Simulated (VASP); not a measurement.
Input of a VASP 6.6.1 run:

File INCAR:

```
SYSTEM = KI
PREC = Accurate
ENCUT = 500
EDIFF = 1E-6
ISMEAR = 0
SIGMA = 0.1
LREAL = .FALSE.
LASPH = .TRUE.
NELM = 120
ALGO = Normal
ISIF = 2
LWAVE = .FALSE.
LCHARG = .FALSE.
GGA = PS
NBANDS = 15
GGA_COMPAT = .FALSE.
```

KPOINTS

```
Automatic mesh
0
G
  4 4 4
  0 0 0
```

POSCAR

```
KI
1.0
    4.2911966600      0.0000000000      0.0000000000
    0.0000000000      4.2911966600      0.0000000000
    0.0000000000      0.0000000000      4.2911966600
K I
1 1
Direct
    0.0000000000      0.0000000000      0.0000000000
    0.5000000000      0.5000000000      0.5000000000
```

Potentials or basis: VASP PAW PBE potentials, release 64 (K_sv, I).

Command:

```bash
$ cat potpaw_PBE.64/K_sv/POTCAR potpaw_PBE.64/I/POTCAR > POTCAR
$ mpirun -np 1 vasp_std > vasp.out
```

(1) Estimate the pressure.

(2) Predict the band gap on the k mesh.

Results:

(1) -0.5 GPa.

(2) 3.18 eV (least direct gap 3.55 eV).

Caveat: the PAW data sets were made with another functional, which shifts forces and pressure a little; spin-orbit coupling is left out, which moves the levels of the heavy elements.
